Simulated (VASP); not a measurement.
# BeTe (I4_1/amd) in VASP: a series of runs

BeTe is run at these levels: PBE; tasks: relaxation of cell and atoms, single point.

Everything below comes from runs of VASP 6.6.1. Logs are shortened: lines on timing, memory, paths and dates and some standing lists are left out, and cuts for length are marked.

### 1 The cell of the first run

The structure is tetragonal, space group I4_1/amd (No. 141). The conventional cell has a = 3.475 Å, b = 3.475 Å, c = 11.886 Å, α = 90.00°, β = 90.00°, γ = 90.00°. Within 3.2 Å of Be (site symmetry -4m2) lie 4 Te at 2.46 Å. Te (site symmetry -4m2) has 4 Be at 2.46 Å within 3.2 Å.

The cell was generated, and may not be a known phase.

### 2 Relaxation of cell and atoms, PBE

INCAR

```
PREC = Accurate
ENCUT = 600
EDIFF = 1E-6
ISMEAR = 0
SIGMA = 0.1
LREAL = F
LASPH = T
NELM = 80
ALGO = Normal
ISIF = 3
LWAVE = F
LCHARG = F
GGA = PE
IBRION = 2
NSW = 90
EDIFFG = -0.04
```

KPOINTS

```
regular mesh
0
Gamma
  8 8 8
```

POSCAR

```
BeTe
1.0
   -1.7375302600      1.7375302600      5.9430843000
    1.7375302600     -1.7375302600      5.9430843000
    1.7375302600      1.7375302600     -5.9430843000
Be Te
2 2
Direct
    0.0000000000      0.0000000000      0.0000000000
    0.7500000000      0.2500000000      0.5000000000
    0.5000000000      0.5000000000      0.0000000000
    0.2500000000      0.7500000000      0.5000000000
```

Potentials or basis: VASP PAW PBE potentials, release 64 (Be, Te).

On the command line:

```
> cat potpaw_PBE.64/Be/POTCAR potpaw_PBE.64/Te/POTCAR > POTCAR
> mpirun -np 1 vasp_std > vasp.out
```

OUTCAR:

```text
PREC = Accurate
   ENCUT = 600
   EDIFF = 1E-6
   ISMEAR = 0
   LREAL = F
   LASPH = T
   NELM = 80
   ISIF = 3
   GGA = PE
   IBRION = 2
   NSW = 90
   EDIFFG = -0.04

 ion  position               nearest neighbor table
   1  0.000  0.000  0.000-   3 2.46   3 2.46   3 2.46   3 2.46
   2  0.750  0.250  0.500-   4 2.46   4 2.46   4 2.46   4 2.46
   3  0.500  0.500  0.000-   1 2.46   1 2.46   1 2.46   1 2.46   4 3.44   4 3.44   4 3.44   4 3.44

   4  0.250  0.750  0.500-   2 2.46   2 2.46   2 2.46   2 2.46   3 3.44   3 3.44   3 3.44   3 3.44

  LATTYP: Found a body centered tetragonal cell.
 ALAT       =     3.4750605200
 C/A-ratio  =     3.4204206032

  Lattice vectors:

 A1 = (  -1.7375302600,   1.7375302600,   5.9430843000)
 A2 = (   1.7375302600,  -1.7375302600,   5.9430843000)
 A3 = (   1.7375302600,   1.7375302600,  -5.9430843000)

Analysis of symmetry for initial positions (statically):
=====================================================================
 Subroutine PRICEL returns:
 Original cell was already a primitive cell.

 Routine SETGRP: Setting up the symmetry group for a
 body centered tetragonal supercell.

 Subroutine GETGRP returns: Found 16 space group operations
 (whereof  8 operations were pure point group operations)
 out of a pool of 16 trial point group operations.

The static configuration has the point symmetry D_2d.
 The point group associated with its full space group is D_4h.

Analysis of symmetry for dynamics (positions and initial velocities):
=====================================================================
 Subroutine PRICEL returns:
 Original cell was already a primitive cell.

 Routine SETGRP: Setting up the symmetry group for a
 body centered tetragonal supercell.

 Subroutine GETGRP returns: Found 16 space group operations
 (whereof  8 operations were pure point group operations)
 out of a pool of 16 trial point group operations.

The dynamic configuration has the point symmetry D_2d.
 The point group associated with its full space group is D_4h.

 Subroutine INISYM returns: Found 16 space group operations
 (whereof  8 operations are pure point group operations),
 and found     1 'primitive' translations

----------------------------------------------------------------------------------------

                                     Primitive cell

  volume of cell :      71.7690

  direct lattice vectors                    reciprocal lattice vectors
    -1.737530260  1.737530260  5.943084300     0.000000000  0.287764773  0.084131400
     1.737530260 -1.737530260  5.943084300     0.287764773  0.000000000  0.084131400
     1.737530260  1.737530260 -5.943084300     0.287764773  0.287764773  0.000000000

  length of vectors
     6.431039870  6.431039870  6.431039870     0.299811035  0.299811035  0.406960844

  position of ions in fractional coordinates (direct lattice)
     0.000000000  0.000000000  0.000000000
     0.750000000  0.250000000  0.500000000
     0.500000000  0.500000000  0.000000000
     0.250000000  0.750000000  0.500000000

  ion indices of the primitive-cell ions
   primitive index   ion index
                 1           1
                 2           2
                 3           3
                 4           4

----------------------------------------------------------------------------------------

 KPOINTS: regular mesh

Automatic generation of k-mesh.
 Grid dimensions read from file:
 generate k-points for:    8    8    8

 Generating k-lattice:

  Cartesian coordinates                     Fractional coordinates (reciprocal lattice)
     0.000000000  0.035970597  0.010516425     0.125000000  0.000000000  0.000000000
     0.035970597  0.000000000  0.010516425     0.000000000  0.125000000  0.000000000
     0.035970597  0.035970597  0.000000000     0.000000000  0.000000000  0.125000000

  Length of vectors
     0.037476379  0.037476379  0.050870106

  Shift w.r.t. Gamma in fractional coordinates (k-lattice)
     0.000000000  0.000000000  0.000000000

 Subroutine IBZKPT returns following result:
 ===========================================

 Found     59 irreducible k-points:

 Following reciprocal coordinates:
            Coordinates               Weight
  0.000000  0.000000  0.000000      1.000000
  0.125000 -0.000000  0.000000      8.000000
  0.250000 -0.000000  0.000000      8.000000
  0.375000 -0.000000  0.000000      8.000000
  0.500000 -0.000000  0.000000      4.000000
  0.125000  0.125000  0.000000      8.000000
[... 16 lines left out ...]
  0.250000  0.125000  0.125000     16.000000
  0.375000  0.125000  0.125000      8.000000
 [... further k-points ...]
   k-points           NKPTS =     59   k-points in BZ     NKDIM =     59   number of bands    NBANDS=     12
   number of dos      NEDOS =    301   number of ions     NIONS =      4
   total plane-waves  NPLWV = 157464
   dimension x,y,z NGX =    54 NGY =   54 NGZ =   54
   dimension x,y,z NGXF=   108 NGYF=  108 NGZF=  108
   ions per type =               2   2
   NGX,Y,Z   is equivalent  to a cutoff of  13.96, 13.96, 13.96 a.u.
   NGXF,Y,Z  is equivalent  to a cutoff of  27.92, 27.92, 27.92 a.u.
 SYSTEM =  unknown system
   PREC   = accura    normal or accurate (medium, high low for compatibility)
   ISTART =      0    job   : 0-new  1-cont  2-samecut
   ICHARG =      2    charge: 1-file 2-atom 10-const
   ISPIN  =      1    spin polarized calculation?
   LNONCOLLINEAR =      F non collinear calculations
   LSORBIT =      F    spin-orbit coupling
   LASPH  =      T    aspherical Exc in radial PAW
   ENCUT  =  600.0 eV  44.10 Ry    6.64 a.u.  12.84 12.84 12.84*2*pi/ulx,y,z
   NELM   =     80;   NELMIN=  2; NELMDL= -5     # of ELM steps
   EDIFF  = 0.1E-05   stopping-criterion for ELM
   LREAL  =      F    real-space projection
   EDIFFG = -.4E-01   stopping-criterion for IOM
   NSW    =     90    number of steps for IOM
   IBRION =      2    ionic relax: 0-MD 1-quasi-New 2-CG
   NFREE  =      1    steps in history (QN), initial steepest desc. (CG)
   ISIF   =      3    stress and relaxation
   ISYM   =      2    0-nonsym 1-usesym 2-fastsym
   POTIM  = 0.5000    time-step for ionic-motion
   TEBEG  =    0.0;   TEEND  =   0.0 temperature during run
   PSTRESS=    0.0 pullay stress
   NELECT =      16.0000    total number of electrons
   NUPDOWN=      -1.0000    fix difference up-down
   EMIN   =  10.00;   EMAX   =-10.00  energy-range for DOS
   EFERMI =   0.00;   METHOD = LEGACY
   ISMEAR =     0;   SIGMA  =   0.10  broadening in eV -4-tet -1-fermi 0-gaus
   EFERMI_NEDOS =   21; number of points for ismear=-14 and -15
   IALGO  =     38    algorithm
   IMIX   =      4    mixing-type and parameters
     AMIX     =   0.40;   BMIX     =  1.00
     AMIX_MAG =   1.60;   BMIX_MAG =  1.00
  volume/ion in A,a.u.               =      17.94       121.08
  Fermi-wavevector in a.u.,A,eV,Ry     =   0.992665  1.875864 13.406955  0.985383
  Thomas-Fermi vector in A             =   2.124492
   LORBIT       =      0    0 simple, 1 ext, 2 COOP (PROOUT), +10 PAW based schemes
   GGA     = PE    functional components
   LHFCALC =     F    Hartree Fock is set to
   AEXX    =    0.0000 exact exchange contribution
   IVDW    =     0    specifies the selected vdW correction
   LEPSILON=     F    determine dielectric tensor
   LRPA    =     F    only Hartree local field effects (RPA)
 conjugate gradient relaxation of ions
 non-spin polarized calculation
 Gauss-broadening in eV      SIGMA  =   0.10
  energy-cutoff  :      600.00
  volume of cell :       71.77
 maximum number of plane-waves:      2411
 NGX is ok and might be reduce to    54
   NGX = 25   NGY = 25   NGZ = 25

--------------------------------------- Ionic step        1  -------------------------------------------

 number of electron      16.0000000 magnetization

 Free energy of the ion-electron system (eV)
  ---------------------------------------------------
  ext. energy  EPLUGINS =         0.00000000
  ---------------------------------------------------
  free energy    TOTEN  =       -11.47188249 eV

  energy without entropy =      -11.46396878  energy(sigma->0) =      -11.46792564

 E-fermi :   8.3581     XC(G=0): -10.2251

 val. band max:        8.3550923210   @ k =  -0.1250  -0.2500   0.1250
 cond. band min:       8.3700447395   @ k =  -0.3750   0.2500   0.0000
 fundamental gap:      0.0149524186
 Fermi energy:         8.3580793705

 k-point     1 :       0.0000    0.0000    0.0000
  band No.  band energies     occupation
      1      -5.9756      2.00000
      2      -3.7993      2.00000
      3       1.4732      2.00000
      4       6.2482      2.00000
      5       6.2482      2.00000
      6       6.2773      2.00000
      7       6.2773      2.00000
      8       9.3226      0.00000
      9      10.2521      0.00000
     10      10.4787      0.00000
     11      11.3449      0.00000
     12      11.6690      0.00000
[... 331 lines left out ...]
 k-point    24 :       0.3750    0.1250    0.1250
  band No.  band energies     occupation
      1      -3.5900      2.00000
      2      -2.6997      2.00000
      3       1.2001      2.00000
      4       1.9202      2.00000
      5       4.2562      2.00000
      6       5.0028      2.00000
      7       5.6937      2.00000
      8       7.0898      2.00000
      9       8.1693      1.99242
     10       8.8030      0.00000
     11      10.0486      0.00000
     12      11.9495      0.00000

 [... further k-points ...]

------------------------ aborting loop because EDIFF is reached ----------------------------------------

  FORCE on cell =-STRESS in cart. coord.  units (eV):
  Direction    XX          YY          ZZ          XY          YZ          ZX
  --------------------------------------------------------------------------------------
  -------------------------------------------------------------------------------------
  Total        6.7841796      6.7841796      3.4724251      0.0000000      0.0000000      0.0000000
  in kB      151.4506994    151.4506994     77.5187624      0.0000000      0.0000000      0.0000000
  external PRESSURE =     126.8067204 kB  Pullay stress =       0.0000000 kB
[... 95 lines left out ...]
  FREE ENERGIE OF THE ION-ELECTRON SYSTEM (eV)
  ---------------------------------------------------
  free  energy   TOTEN  =       -11.8658486797 eV

  energy  without entropy=      -11.8598182606  energy(sigma->0) =      -11.86283347

 E-fermi :   4.8965     XC(G=0):  -8.9699

 val. band max:        4.8778446846   @ k =   0.3750   0.3750   0.0000
 cond. band min:       4.9087807881   @ k =  -0.2500   0.2500   0.0000
 fundamental gap:      0.0309361035
 Fermi energy:         4.8964794215

 k-point     1 :       0.0000    0.0000    0.0000
  band No.  band energies     occupation
      1      -7.5763      2.00000
      2      -6.9416      2.00000
      3       0.3116      2.00000
      4       3.5457      2.00000
      5       3.5457      2.00000
      6       3.5510      2.00000
      7       3.5510      2.00000
      8       4.0483      2.00000
      9       6.8876      0.00000
     10       7.2730      0.00000
     11       9.4029      0.00000
     12       9.4612      0.00000
[... 331 lines left out ...]
 k-point    24 :       0.3750    0.1250    0.1250
  band No.  band energies     occupation
      1      -5.7193      2.00000
      2      -5.4687      2.00000
      3      -0.8930      2.00000
      4      -0.5638      2.00000
      5       2.0421      2.00000
      6       2.2836      2.00000
      7       3.3241      2.00000
      8       4.4544      2.00000
      9       5.3922      0.00000
     10       5.5932      0.00000
     11       6.5561      0.00000
     12       7.9538      0.00000

 [... further k-points ...]

[... ionic steps 4 to 12 ...]

--------------------------------------- Ionic step       13  -------------------------------------------

 number of electron      15.9999998 magnetization

------------------------ aborting loop because EDIFF is reached ----------------------------------------
[... 71 lines left out ...]
--------------------------------------- Ionic step       15  -------------------------------------------

 number of electron      16.0000002 magnetization

 Free energy of the ion-electron system (eV)
  ---------------------------------------------------
  ext. energy  EPLUGINS =         0.00000000
  ---------------------------------------------------
  free energy    TOTEN  =       -12.24131535 eV

  energy without entropy =      -12.23369694  energy(sigma->0) =      -12.23750614

 E-fermi :   2.8303     XC(G=0):  -7.7684

 val. band max:        2.7598110316   @ k =   0.2500   0.2500   0.2500
 cond. band min:       2.8374305228   @ k =  -0.3750   0.3750   0.0000
 fundamental gap:      0.0776194912
 Fermi energy:         2.8302890629

 k-point     1 :       0.0000    0.0000    0.0000
  band No.  band energies     occupation
      1      -9.2484      2.00000
      2      -9.1408      2.00000
      3      -0.6539      2.00000
      4       0.6094      2.00000
      5       1.5938      2.00000
      6       1.5938      2.00000
      7       1.5943      2.00000
      8       1.5943      2.00000
      9       4.9602      0.00000
     10       5.3081      0.00000
     11       6.5713      0.00000
     12       7.9401      0.00000
[... 331 lines left out ...]
 k-point    24 :       0.3750    0.1250    0.1250
  band No.  band energies     occupation
      1      -7.5277      2.00000
      2      -7.4882      2.00000
      3      -2.6964      2.00000
      4      -2.6279      2.00000
      5       0.2256      2.00000
      6       0.2665      2.00000
      7       1.8997      2.00000
      8       2.3406      2.00000
      9       3.5248      0.00000
     10       3.5548      0.00000
     11       4.7002      0.00000
     12       5.3518      0.00000

 [... further k-points ...]

------------------------ aborting loop because EDIFF is reached ----------------------------------------

  FORCE on cell =-STRESS in cart. coord.  units (eV):
  Direction    XX          YY          ZZ          XY          YZ          ZX
  --------------------------------------------------------------------------------------
  -------------------------------------------------------------------------------------
  Total       -0.0338732     -0.0338732      0.0438784      0.0000000      0.0000000      0.0000000
  in kB       -0.4604051     -0.4604051      0.5963955      0.0000000      0.0000000      0.0000000
  external PRESSURE =      -0.1081382 kB  Pullay stress =       0.0000000 kB
[... 19 lines left out ...]
  FREE ENERGIE OF THE ION-ELECTRON SYSTEM (eV)
  ---------------------------------------------------
  free  energy   TOTEN  =       -12.2413153528 eV

  energy  without entropy=      -12.2336969354  energy(sigma->0) =      -12.23750614

 reached required accuracy - stopping structural energy minimisation
```

It took 15 min on 1 thread of Intel Xeon 6975P-C (Granite Rapids), shared host; peak memory 0.48 GiB.

Results:

```
Free energy                           : -12.2413 eV
Relaxed volume                        : 29.47 Å³/atom
Relaxed cell                          : a = 9.565 Å, b = 9.565 Å, c = 9.565 Å, α = 158.46°, β = 158.46°, γ = 30.65°
Space group after relaxing (to 0.1 Å) : I4_1/amd (No. 141)
Energy gained by relaxing             : 192.4 meV/atom
Ionic steps                           : 15
Pressure after relaxing               : 0.0 GPa
Band gap on the k mesh                : zero (bands 8 and 9 overlap by 1.41 eV)
```

Step by step:
```
step  energy change (eV)  largest force (eV/Å)  pressure (GPa)  volume (Å³)
   1              0.0000                0.0000           12.68        71.77
   2             -0.3243                0.0000           -3.05        87.51
   3             -0.3940                0.0000            0.54        82.19
   4             -0.4267                0.0000            0.46        83.42
   5             -0.4885                0.0000            0.40        87.05
   6             -0.6345                0.0000            1.08        93.88
   7             -0.6299                0.0000            4.65       105.95
   8             -0.6979                0.0000            2.93       101.23
   9             -0.7203                0.0000            2.32       103.64
  10             -0.7605                0.0000            0.78       111.00
  11             -0.7474                0.0000           -1.42       126.38
  12             -0.7682                0.0000           -0.25       117.24
  13             -0.7683                0.0000           -0.16       116.63
  14             -0.7687                0.0000           -0.12       116.95
  15             -0.7694                0.0000           -0.01       117.88
```

Final structure:
```cif
data_structure
_symmetry_space_group_name_H-M 'P 1'
_symmetry_Int_Tables_number 1
_cell_length_a 9.5645
_cell_length_b 9.5645
_cell_length_c 9.5645
_cell_angle_alpha 158.459
_cell_angle_beta 158.459
_cell_angle_gamma 30.648
_cell_volume 117.88
loop_
_atom_site_label
_atom_site_type_symbol
_atom_site_fract_x
_atom_site_fract_y
_atom_site_fract_z
_atom_site_occupancy
Be1 Be 0.00000 0.00000 0.00000 1
Be2 Be 0.75000 0.25000 0.50000 1
Te1 Te 0.50000 0.50000 0.00000 1
Te2 Te 0.25000 0.75000 0.50000 1
```

Caveat: the volume moved by over 15 % at a fixed basis, so the end points are rough; spin-orbit coupling is left out, which moves the levels of the heavy elements.

### 3 Single point, PBE

This run uses another cell than the first one, of 30.05 Å³/atom.

INCAR

```
PREC = Accurate ; ENCUT = 520
EDIFF = 1E-7 ; ISMEAR = 0
SIGMA = 0.1 ; LREAL = F
LASPH = T ; NELM = 100
ALGO = Normal ; ISIF = 2
LWAVE = F ; LCHARG = T
GGA = PE ; LELF = T
LVHAR = T ; NBANDS = 16
```

KPOINTS

```
Automatic mesh
0
Gamma
  18 18 18
```

POSCAR

```
BeTe
1.0
   -1.7854723537      1.7854723537      9.4268359280
    1.7854723537     -1.7854723537      9.4268359280
    1.7854723537      1.7854723537     -9.4268359280
Be Te
2 2
Direct
    0.0000000000      0.0000000000      0.0000000000
    0.7500000000      0.2500000000      0.5000000000
    0.5000000000      0.5000000000      0.0000000000
    0.2500000000      0.7500000000      0.5000000000
```

Potentials or basis: VASP PAW PBE potentials, release 64 (Be, Te).

On the command line:

```
> cat potpaw_PBE.64/Be/POTCAR potpaw_PBE.64/Te/POTCAR > POTCAR
> mpirun -np 1 vasp_std > vasp.out
```

Wall time 65 min (1 thread of Intel Xeon 6975P-C (Granite Rapids), shared host); peak memory 1.5 GiB.

Results (log left out):

- Free energy: -12.2189 eV
- Pressure: 0.1 GPa
- Band gap on the k mesh: zero (bands 8 and 9 overlap by 1.44 eV)

Stress tensor (GPa, compression positive):
```
0.11 0.00 0.00
0.00 0.11 0.00
0.00 0.00 0.02
```

Levels at points of the mesh, in eV from the Fermi level:
```
           k point  band 6  band 7  band 8  band 9  band 10  band 11
(0.00, 0.00, 0.00)   -1.24   -1.24   -1.24    2.16     2.50     3.69
(0.50, 0.00, 0.00)   -0.97    0.96    0.99    1.29     1.92     3.21
(0.50, 0.50, 0.00)   -4.85   -0.98   -0.98   -0.07    -0.07     3.18
(0.50, 0.50, 0.50)   -1.27   -1.21   -1.21    2.42     2.42     5.04
```

Caveat: spin-orbit coupling is left out, which moves the levels of the heavy elements.

The gap in the log of VASP goes by the Fermi energy; the results here count the filled bands.